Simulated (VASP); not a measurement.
# NaCl (Fm-3m) in VASP: a series of runs, part 2 of 2

VASP 6.6.1.

## Step 4: Single point, PBEsol (volume scaled by 0.800)

INCAR reads:

```
PREC     = Accurate       # precision mode
ENCUT    = 520            # plane-wave cutoff, eV
EDIFF    = 1E-6           # SCF threshold, eV
ISMEAR   = 0              # smearing method
SIGMA    = 0.05           # smearing width, eV
LREAL    = False          # projectors in reciprocal space
LASPH    = True           # aspherical terms in the spheres
NELM     = 60             # most SCF steps
ALGO     = Normal         # electronic algorithm
ISIF     = 2              # what is computed and relaxed
LWAVE    = False          # write WAVECAR
LCHARG   = False          # write CHGCAR
GGA      = PS             # functional
NBANDS   = 14             # bands
```

KPOINTS reads:

```
regular mesh
0
Gamma
  8 8 8
```

POSCAR reads:

```
NaCl
1.0
    0.0000000000      2.6002402604      2.6002402604
    2.6002402604      0.0000000000      2.6002402604
    2.6002402604      2.6002402604      0.0000000000
Na Cl
1 1
Direct
    0.0000000000      0.0000000000      0.0000000000
    0.5000000000      0.5000000000      0.5000000000
```

Potentials or basis: VASP PAW PBE potentials, release 64 (Na_pv, Cl).

On the command line:

```
> cat potpaw_PBE.64/Na_pv/POTCAR potpaw_PBE.64/Cl/POTCAR > POTCAR
> mpirun -np 1 vasp_std > vasp.out
```

OUTCAR:

```text
PREC = Accurate
   ENCUT = 520
   EDIFF = 1E-6
   ISMEAR = 0
   LREAL = False
   LASPH = True
   NELM = 60
   ISIF = 2
   GGA = PS

 ion  position               nearest neighbor table
   1  0.000  0.000  0.000-   2 2.60   2 2.60   2 2.60   2 2.60   2 2.60   2 2.60
   2  0.500  0.500  0.500-   1 2.60   1 2.60   1 2.60   1 2.60   1 2.60   1 2.60

  LATTYP: Found a face centered cubic cell.
 ALAT       =     5.2004805208

  Lattice vectors:

 A1 = (   0.0000000000,   2.6002402604,   2.6002402604)
 A2 = (   2.6002402604,   0.0000000000,   2.6002402604)
 A3 = (   2.6002402604,   2.6002402604,   0.0000000000)

Analysis of symmetry for initial positions (statically):
=====================================================================
 Subroutine PRICEL returns:
 Original cell was already a primitive cell.

 Routine SETGRP: Setting up the symmetry group for a
 face centered cubic supercell.

 Subroutine GETGRP returns: Found 48 space group operations
[... 9 lines left out ...]

 Routine SETGRP: Setting up the symmetry group for a
 face centered cubic supercell.

 Subroutine GETGRP returns: Found 48 space group operations
[... 11 lines left out ...]
                                     Primitive cell

  volume of cell :      35.1617
[... 152 lines left out ...]
      7       0.8861      2.00000
      8       6.8940      0.00000
      9      12.0129      0.00000
     10      12.0129      0.00000
     11      12.0129      0.00000
     12      14.5943      0.00000
     13      14.5943      0.00000
     14      16.3549      0.00000
[... 377 lines left out ...]
      1     -19.5258      2.00000
      2     -19.4739      2.00000
      3     -19.4626      2.00000
      4     -11.7173      2.00000
      5      -1.5827      2.00000
      6      -0.3055      2.00000
      7       0.2254      2.00000
      8       9.5943      0.00000
      9      11.0532      0.00000
     10      12.2270      0.00000
     11      13.3566      0.00000
     12      16.3494      0.00000
     13      18.1014      0.00000
     14      19.0222      0.00000

 [... further k-points ...]

------------------------ aborting loop because EDIFF is reached ----------------------------------------

  FORCE on cell =-STRESS in cart. coord.  units (eV):
  Direction    XX          YY          ZZ          XY          YZ          ZX
  --------------------------------------------------------------------------------------
  -------------------------------------------------------------------------------------
  Total        2.1713423      2.1713423      2.1713423      0.0000000     -0.0000000      0.0000000
  in kB       98.9392097     98.9392097     98.9392097      0.0000000     -0.0000000      0.0000000
  external PRESSURE =      98.9392097 kB  Pullay stress =       0.0000000 kB

 VOLUME and BASIS-vectors are now :
 -----------------------------------------------------------------------------
  energy-cutoff  :      520.00
  volume of cell :       35.16
      direct lattice vectors                 reciprocal lattice vectors
     0.000000000  2.600240260  2.600240260    -0.192289923  0.192289923  0.192289923
     2.600240260  0.000000000  2.600240260     0.192289923 -0.192289923  0.192289923
     2.600240260  2.600240260  0.000000000     0.192289923  0.192289923 -0.192289923

 POSITION                                       TOTAL-FORCE (eV/Angst)
 -----------------------------------------------------------------------------------
      0.00000      0.00000      0.00000         0.000000      0.000000      0.000000
      2.60024      2.60024      2.60024        -0.000000     -0.000000     -0.000000
 -----------------------------------------------------------------------------------
    total drift:                                0.000000      0.000000      0.000000

  FREE ENERGIE OF THE ION-ELECTRON SYSTEM (eV)
  ---------------------------------------------------
  free  energy   TOTEN  =        -6.7753999746 eV

  energy  without entropy=       -6.7753999746  energy(sigma->0) =       -6.77539997
```

OSZICAR:

```text
N       E                     dE             d eps       ncg     rms          rms(c)
DAV:   1     0.100365478384E+03    0.10037E+03   -0.70719E+03   836   0.107E+03
DAV:   2     0.127985765690E+00   -0.10024E+03   -0.92593E+02   926   0.292E+02
DAV:   3    -0.682846922320E+01   -0.69565E+01   -0.69238E+01  1046   0.695E+01
DAV:   4    -0.692504319450E+01   -0.96574E-01   -0.96547E-01   920   0.874E+00
DAV:   5    -0.692707666082E+01   -0.20335E-02   -0.20332E-02  1048   0.129E+00    0.217E+00
DAV:   6    -0.678720712969E+01    0.13987E+00   -0.19722E-01  1022   0.384E+00    0.156E+00
DAV:   7    -0.677375429221E+01    0.13453E-01   -0.61506E-02  1192   0.189E+00    0.102E+00
DAV:   8    -0.677548860408E+01   -0.17343E-02   -0.54499E-03   908   0.763E-01    0.293E-01
DAV:   9    -0.677538393201E+01    0.10467E-03   -0.18674E-04  1028   0.130E-01    0.117E-01
DAV:  10    -0.677540166485E+01   -0.17733E-04   -0.78165E-05   956   0.977E-02    0.157E-02
DAV:  11    -0.677539993181E+01    0.17330E-05   -0.56487E-06  1034   0.293E-02    0.311E-03
DAV:  12    -0.677539997459E+01   -0.42781E-07   -0.33353E-07   606   0.754E-03
   1 F= -.67754000E+01 E0= -.67754000E+01  d E =-.655624E-21
```

stdout:

```text
POSCAR found type information on POSCAR NaCl
 POSCAR found :  2 types and       2 ions
 scaLAPACK will be used
 -----------------------------------------------------------------------------
|                                                                             |
|                                                                             |
|     You enforced a specific xc type in the INCAR file but a different       |
|     I HOPE YOU KNOW WHAT YOU ARE DOING!                                     |
|                                                                             |
 -----------------------------------------------------------------------------

 LDA part: xc-table for (Slater+PW92), standard interpolation
 POSCAR, INCAR and KPOINTS ok, starting setup
 FFT: planning ... GRIDC
 FFT: planning ... GRID_SOFT
 FFT: planning ... GRID
 WAVECAR not read
 entering main loop
```

Wall time 9 s (1 thread of Intel Xeon 6975P-C (Granite Rapids), shared host); peak memory 0.15 GiB.

What came out:

| Property | Result |
| --- | --- |
| Free energy | -6.7754 eV |
| Pressure | 9.9 GPa |
| Band gap on the k mesh | 6.01 eV, direct |

Caveat: the PAW data sets were made with another functional, which shifts forces and pressure a little.

## Step 5: Summary

```csv
cell,gap on the mesh (eV),pressure (GPa)
"a = 3.550 Å, angles 60.0°, 2 atoms",6.62,18.7
"a = 3.615 Å, angles 60.0°, 2 atoms",6.29,13.7
"a = 3.677 Å, angles 60.0°, 2 atoms",6.01,9.9
```

Alike in all rows: task single point; level PBEsol; potentials or basis VASP PAW PBE potentials, release 64 (Na_pv, Cl); no spin polarisation; k mesh 8 × 8 × 8; cutoff (eV) 520; smearing gaussian 0.05 eV.

Caveats: the PAW data sets were made with another functional, which shifts forces and pressure a little.

Total energies depend on the potentials used, so only differences within one code and one set of settings carry meaning.
